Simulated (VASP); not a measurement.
# W8C8O in VASP: single point with PBE

Aim: the single point of W8C8O with PBE.

All numbers are computed with VASP 6.6.1; they aren't measurements. Logs are shortened: lines on timing, memory, paths and dates and some standing lists are left out, and cuts for length are marked.

## Step 1: The cell of the first run

The cell holds a slab with vacuum, 17 atoms: a = 5.783 Å, b = 5.783 Å, c = 15.245 Å, α = 90.00°, β = 90.00°, γ = 120.00°.

## Step 2: Single point, PBE

File INCAR:

```
SYSTEM = W8C8O
PREC = Accurate
ENCUT = 1000
EDIFF = 1E-6
ISMEAR = -1
SIGMA = 0.05
LREAL = Auto
LASPH = .TRUE.
NELM = 120
ALGO = Normal
ISIF = 2
LWAVE = .FALSE.
LCHARG = .FALSE.
GGA = PE
NBANDS = 89
GGA_COMPAT = .FALSE.
NELMDL = -8
```

File KPOINTS:

```
Automatic mesh
0
G
  2 2 1
  0 0 0
```

File POSCAR:

```
W8C8O
1.0
    5.7832000000      0.0000000000      0.0000000000
   -2.8916000000      5.0083980000      0.0000000000
    0.0000000000      0.0000000000     15.2447000000
W C O
8 8 1
Direct
    0.0000000000      0.0000000000      0.0655966000
    0.0029982810     -0.0029964576      0.2526059096
    0.0000000000      0.5000000000      0.0655966000
    0.0029990021      0.5058719786      0.2525717387
    0.5000000000      0.0000000000      0.0655966000
    0.4940412351     -0.0030567029      0.2526149979
    0.5000000000      0.5000000000      0.0655966000
    0.5000335303      0.4999800354      0.2557290631
    0.3304619747      0.1609067781      0.1520301515
    0.3308578830      0.1615588797      0.3281545680
    0.3304703620      0.6694383530      0.1520590211
    0.3309327499      0.6690996820      0.3281537852
    0.8332840369      0.1664999795      0.1559668012
    0.8338464971      0.1674215471      0.3573558836
    0.8390058118      0.6694513353      0.1520702371
    0.8384141690      0.6691692262      0.3281447087
   -0.1658713263      0.1671219013      0.4340600207
```

Potentials or basis: VASP PAW PBE potentials, release 64 (W_sv, C_h, O_h).

Command:

```bash
$ cat potpaw_PBE.64/W_sv/POTCAR potpaw_PBE.64/C_h/POTCAR potpaw_PBE.64/O_h/POTCAR > POTCAR
$ mpirun -np 1 vasp_std > vasp.out
```

OUTCAR:

```text
SYSTEM = W8C8O
   PREC = Accurate
   ENCUT = 1000
   EDIFF = 1E-6
   ISMEAR = -1
   LREAL = Auto
   LASPH = .TRUE.
   NELM = 120
   ISIF = 2
   GGA = PE
   NELMDL = -8

 ion  position               nearest neighbor table
   1  0.000  0.000  0.066-   9 2.12  15 2.12  13 2.16   2 2.85   7 2.89   3 2.89   3 2.89   7 2.89
                             5 2.89   5 2.89
   2  0.003  0.997  0.253-  16 2.01  10 2.01  15 2.25   9 2.25  13 2.25  14 2.33   6 2.84   4 2.84
                             1 2.85   8 2.89   8 2.89   4 2.94   6 2.94
   3  0.000  0.500  0.066-  11 2.12  15 2.12  13 2.17   4 2.85   5 2.89   1 2.89   1 2.89   5 2.89
                             7 2.89   7 2.89
   4  0.003  0.506  0.253-  16 2.01  12 2.01  11 2.24  15 2.24  13 2.25  14 2.33   6 2.84   2 2.84
                             3 2.85   8 2.89   8 2.89   2 2.94   6 2.94
   5  0.500  0.000  0.066-   9 2.12  11 2.12  13 2.16   6 2.85   7 2.89   3 2.89   7 2.89   3 2.89
                             1 2.89   1 2.89
   6  0.494  0.997  0.253-  10 2.01  12 2.01  11 2.25   9 2.25  13 2.25  14 2.33   4 2.84   2 2.84
                             5 2.85   8 2.89   8 2.89   2 2.94   4 2.94
   7  0.500  0.500  0.066-  11 2.15   9 2.15  15 2.15   5 2.89   1 2.89   5 2.89   1 2.89   3 2.89
                             3 2.89   8 2.90
   8  0.500  0.500  0.256-  12 2.02  16 2.02  10 2.02  15 2.32  11 2.32   9 2.32   6 2.89   4 2.89
                             2 2.89   2 2.89   4 2.89   6 2.89   7 2.90
   9  0.330  0.161  0.152-   5 2.12   1 2.12   7 2.15   2 2.25   6 2.25   8 2.32
  10  0.331  0.162  0.328-   6 2.01   2 2.01   8 2.02
  11  0.330  0.669  0.152-   3 2.12   5 2.12   7 2.15   4 2.24   6 2.25   8 2.32
  12  0.331  0.669  0.328-   6 2.01   4 2.01   8 2.02
  13  0.833  0.166  0.156-   1 2.16   5 2.16   3 2.17   2 2.25   6 2.25   4 2.25
  14  0.834  0.167  0.357-  17 1.17   4 2.33   2 2.33   6 2.33
  15  0.839  0.669  0.152-   3 2.12   1 2.12   7 2.15   4 2.24   2 2.25   8 2.32
  16  0.838  0.669  0.328-   2 2.01   4 2.01   8 2.02
  17  0.834  0.167  0.434-  14 1.17

  LATTYP: Found a hexagonal cell.
 ALAT       =     5.7832000000
 C/A-ratio  =     2.6360319546

  Lattice vectors:

 A1 = (   5.7832000000,   0.0000000000,   0.0000000000)
 A2 = (  -2.8916000000,   5.0083980000,   0.0000000000)
 A3 = (   0.0000000000,   0.0000000000,  15.2447000000)

Analysis of symmetry for initial positions (statically):
=====================================================================
 Subroutine PRICEL returns:
 Original cell was already a primitive cell.

 Routine SETGRP: Setting up the symmetry group for a
 hexagonal supercell.

 Subroutine GETGRP returns: Found  1 space group operations
 (whereof  1 operations were pure point group operations)
 out of a pool of 24 trial point group operations.

The static configuration has the point symmetry C_1 .

Analysis of symmetry for dynamics (positions and initial velocities):
=====================================================================
 Subroutine PRICEL returns:
 Original cell was already a primitive cell.

 Routine SETGRP: Setting up the symmetry group for a
 hexagonal supercell.

 Subroutine GETGRP returns: Found  1 space group operations
 (whereof  1 operations were pure point group operations)
 out of a pool of 24 trial point group operations.

The dynamic configuration has the point symmetry C_1 .

 Subroutine INISYM returns: Found  1 space group operations
 (whereof  1 operations are pure point group operations),
 and found     1 'primitive' translations

----------------------------------------------------------------------------------------

                                     Primitive cell

  volume of cell :     441.5561

  direct lattice vectors                    reciprocal lattice vectors
     5.783200000  0.000000000  0.000000000     0.172914649  0.099832322  0.000000000
    -2.891600000  5.008398000  0.000000000     0.000000000  0.199664643  0.000000000
     0.000000000  0.000000000 15.244700000     0.000000000  0.000000000  0.065596568

  length of vectors
     5.783200000  5.783199900 15.244700000     0.199664640  0.199664643  0.065596568

  position of ions in fractional coordinates (direct lattice)
     0.000000000  0.000000000  0.065596600
     0.002998281  0.997003542  0.252605910
     0.000000000  0.500000000  0.065596600
     0.002999002  0.505871979  0.252571739
     0.500000000  0.000000000  0.065596600
     0.494041235  0.996943297  0.252614998
[... 9 lines left out ...]
     0.838414169  0.669169226  0.328144709
     0.834128674  0.167121901  0.434060021

  ion indices of the primitive-cell ions
   primitive index   ion index
                 1           1
                 2           2
                 3           3
                 4           4
                 5           5
                 6           6
[... 9 lines left out ...]
                16          16
                17          17

----------------------------------------------------------------------------------------

 KPOINTS: Automatic mesh

Automatic generation of k-mesh.
 Grid dimensions read from file:
 generate k-points for:    2    2    1

 Generating k-lattice:

  Cartesian coordinates                     Fractional coordinates (reciprocal lattice)
     0.086457325  0.049916161  0.000000000     0.500000000  0.000000000  0.000000000
     0.000000000  0.099832322  0.000000000     0.000000000  0.500000000  0.000000000
     0.000000000  0.000000000  0.065596568     0.000000000  0.000000000  1.000000000

  Length of vectors
     0.099832320  0.099832322  0.065596568

  Shift w.r.t. Gamma in fractional coordinates (k-lattice)
     0.000000000  0.000000000  0.000000000

 Subroutine IBZKPT returns following result:
 ===========================================

 Found      4 irreducible k-points:

 Following reciprocal coordinates:
            Coordinates               Weight
  0.000000  0.000000  0.000000      1.000000
  0.500000  0.000000  0.000000      1.000000
  0.000000  0.500000  0.000000      1.000000
  0.500000  0.500000  0.000000      1.000000
   k-points           NKPTS =      4   k-points in BZ     NKDIM =      4   number of bands    NBANDS=     89
   number of dos      NEDOS =    301   number of ions     NIONS =     17
   total plane-waves  NPLWV = 576000
   dimension x,y,z NGX =    60 NGY =   60 NGZ =  160
   dimension x,y,z NGXF=   120 NGYF=  120 NGZF=  320
   ions per type =               8   8   1
   NGX,Y,Z   is equivalent  to a cutoff of  17.25, 17.25, 17.45 a.u.
   NGXF,Y,Z  is equivalent  to a cutoff of  34.50, 34.50, 34.90 a.u.
 SYSTEM =  W8C8O
   PREC   = accura    normal or accurate (medium, high low for compatibility)
   ISTART =      0    job   : 0-new  1-cont  2-samecut
   ICHARG =      2    charge: 1-file 2-atom 10-const
   ISPIN  =      1    spin polarized calculation?
   LNONCOLLINEAR =      F non collinear calculations
   LSORBIT =      F    spin-orbit coupling
   LASPH  =      T    aspherical Exc in radial PAW
   ENCUT  = 1000.0 eV  73.50 Ry    8.57 a.u.  14.91 14.91 39.31*2*pi/ulx,y,z
   NELM   =    120;   NELMIN=  2; NELMDL= -8     # of ELM steps
   EDIFF  = 0.1E-05   stopping-criterion for ELM
   LREAL  =      T    real-space projection
   EDIFFG = 0.1E-04   stopping-criterion for IOM
   NSW    =      0    number of steps for IOM
   IBRION =     -1    ionic relax: 0-MD 1-quasi-New 2-CG
   NFREE  =      0    steps in history (QN), initial steepest desc. (CG)
   ISIF   =      2    stress and relaxation
   ISYM   =      2    0-nonsym 1-usesym 2-fastsym
   POTIM  = 0.5000    time-step for ionic-motion
   TEBEG  =    0.0;   TEEND  =   0.0 temperature during run
   PSTRESS=    0.0 pullay stress
   NELECT =     150.0000    total number of electrons
   NUPDOWN=      -1.0000    fix difference up-down
   EMIN   =  10.00;   EMAX   =-10.00  energy-range for DOS
   EFERMI =   0.00;   METHOD = LEGACY
   ISMEAR =    -1;   SIGMA  =   0.05  broadening in eV -4-tet -1-fermi 0-gaus
   EFERMI_NEDOS =   21; number of points for ismear=-14 and -15
   IALGO  =     38    algorithm
   IMIX   =      4    mixing-type and parameters
     AMIX     =   0.40;   BMIX     =  1.00
     AMIX_MAG =   1.60;   BMIX_MAG =  1.00
  volume/ion in A,a.u.               =      25.97       175.28
  Fermi-wavevector in a.u.,A,eV,Ry     =   1.142291  2.158616 17.753261  1.304828
  Thomas-Fermi vector in A             =   2.278989
   LORBIT       =      0    0 simple, 1 ext, 2 COOP (PROOUT), +10 PAW based schemes
   GGA     = PE    functional components
   LHFCALC =     F    Hartree Fock is set to
   AEXX    =    0.0000 exact exchange contribution
   IVDW    =     0    specifies the selected vdW correction
   LEPSILON=     F    determine dielectric tensor
   LRPA    =     F    only Hartree local field effects (RPA)
 non-spin polarized calculation
  energy-cutoff  :     1000.00
  volume of cell :      441.56
 maximum number of plane-waves:     31736
 NGX is ok and might be reduce to    60
   NGX = 29   NGY = 29   NGZ = 79

 number of electron     150.0000000 magnetization

 Free energy of the ion-electron system (eV)
  ---------------------------------------------------
  ext. energy  EPLUGINS =         0.00000000
  ---------------------------------------------------
  free energy    TOTEN  =      -171.00346948 eV

  energy without entropy =     -170.97122947  energy(sigma->0) =     -170.98734947

 E-fermi :   1.2191     XC(G=0):  -6.7245

 val. band max:        1.0992483904   @ k =   0.0000   0.0000   0.0000
 cond. band min:       1.3487335661   @ k =   0.0000   0.0000   0.0000
 fundamental gap:      0.2494851757
 Fermi energy:         1.2191473864

 k-point     1 :       0.0000    0.0000    0.0000
  band No.  band energies     occupation
      1     -72.9180      2.00000
      2     -72.8607      2.00000
      3     -72.8607      2.00000
      4     -72.8504      2.00000
      5     -72.5078      2.00000
      6     -72.4521      2.00000
[... 79 lines left out ...]
     86       4.0388      0.00000
     87       4.5687      0.00000

 k-point     2 :       0.5000    0.0000    0.0000
  band No.  band energies     occupation
      1     -72.8908      2.00000
      2     -72.8857      2.00000
      3     -72.8607      2.00000
      4     -72.8528      2.00000
      5     -72.4871      2.00000
      6     -72.4643      2.00000
[... 79 lines left out ...]
     86       3.1938      0.00000
     87       3.1956      0.00000

 k-point     3 :       0.0000    0.5000    0.0000
  band No.  band energies     occupation
      1     -72.8909      2.00000
      2     -72.8856      2.00000
      3     -72.8607      2.00000
      4     -72.8528      2.00000
      5     -72.4869      2.00000
      6     -72.4649      2.00000
[... 79 lines left out ...]
     86       3.1888      0.00000
     87       3.1956      0.00000

 k-point     4 :       0.5000    0.5000    0.0000
  band No.  band energies     occupation
      1     -72.8908      2.00000
      2     -72.8856      2.00000
      3     -72.8607      2.00000
      4     -72.8528      2.00000
      5     -72.4870      2.00000
      6     -72.4644      2.00000
[... 79 lines left out ...]
     86       3.1923      0.00000
     87       3.1958      0.00000
 [bands above 87 left out]

------------------------ aborting loop because EDIFF is reached ----------------------------------------

  FORCE on cell =-STRESS in cart. coord.  units (eV):
  Direction    XX          YY          ZZ          XY          YZ          ZX
  --------------------------------------------------------------------------------------
  -------------------------------------------------------------------------------------
  Total        3.4190754      3.3674830      0.3019903     -0.0068817     -0.0056895     -0.0273666
  in kB       12.4060444     12.2188425      1.0957655     -0.0249701     -0.0206443     -0.0992990
  external PRESSURE =       8.5735508 kB  Pullay stress =       0.0000000 kB

 VOLUME and BASIS-vectors are now :
 -----------------------------------------------------------------------------
  energy-cutoff  :     1000.00
  volume of cell :      441.56
      direct lattice vectors                 reciprocal lattice vectors
     5.783200000  0.000000000  0.000000000     0.172914649  0.099832322  0.000000000
    -2.891600000  5.008398000  0.000000000     0.000000000  0.199664643  0.000000000
     0.000000000  0.000000000 15.244700000     0.000000000  0.000000000  0.065596568

 POSITION                                       TOTAL-FORCE (eV/Angst)
 -----------------------------------------------------------------------------------
      0.00000      0.00000      1.00000        -0.155380      0.085518     -0.065188
     -2.86560      4.99339      3.85090         0.025648     -0.014188      0.008861
     -1.44580      2.50420      1.00000         0.000414     -0.181617     -0.064054
     -1.44544      2.53361      3.85038        -0.001966      0.028737      0.014262
      2.89160      0.00000      1.00000         0.157095      0.085803     -0.064571
     -0.02562      4.99309      3.85104        -0.019105     -0.006343      0.006407
[... 9 lines left out ...]
      2.91375      3.35147      5.00247        -0.004376     -0.005508      0.043864
      4.34068      0.83701      6.61711        -0.005545     -0.002753      0.000775
 -----------------------------------------------------------------------------------
    total drift:                               -0.000261      0.000620      0.007180

  FREE ENERGIE OF THE ION-ELECTRON SYSTEM (eV)
  ---------------------------------------------------
  free  energy   TOTEN  =      -171.0034694756 eV

  energy  without entropy=     -170.9712294654  energy(sigma->0) =     -170.98734947
```

It took 25 min on 1 thread of Intel Xeon Platinum 8259CL at 2.50GHz (Skylake/Cascade Lake), shared host; peak memory 1.2 GiB.

Results:

```yaml
Free_energy: -171.0035 eV
Largest_force: 0.193 eV/Å
Band_gap_on_the_k_mesh: zero (bands 75 and 76 overlap by 0.46 eV)
```

Forces on the atoms (eV/Å):
```
W   -0.155  0.086 -0.065
W    0.026 -0.014  0.009
W    0.000 -0.182 -0.064
W   -0.002  0.029  0.014
W    0.157  0.086 -0.065
W   -0.019 -0.006  0.006
W    0.002  0.000  0.074
W    0.005 -0.003 -0.045
C    0.001  0.015  0.014
C    0.000  0.009  0.045
C    0.013 -0.005  0.008
C   -0.001 -0.001  0.045
C   -0.003  0.008 -0.002
C    0.001 -0.006 -0.025
C   -0.014 -0.006  0.005
C   -0.004 -0.006  0.044
O   -0.006 -0.003  0.001
```

Levels at points of the mesh, in eV from the Fermi level:
```
           k point  band 74  band 75  band 76  band 77  band 78  band 79
(0.00, 0.00, 0.00)     0.15     0.15     0.33     0.33     1.11     1.55
(0.50, 0.00, 0.00)    -0.72    -0.42    -0.31     0.52     0.82     1.08
(0.00, 0.50, 0.00)    -0.73    -0.42    -0.31     0.52     0.82     1.08
(0.50, 0.50, 0.00)    -0.72    -0.42    -0.31     0.52     0.82     1.08
```

Caveat: the k points lie up to 0.63 Å⁻¹ apart; there is no dipole correction, which matters where the two faces differ; spin-orbit coupling is left out, which moves the levels of the heavy elements.

The gap in the log of VASP goes by the Fermi energy; the results here count the filled bands.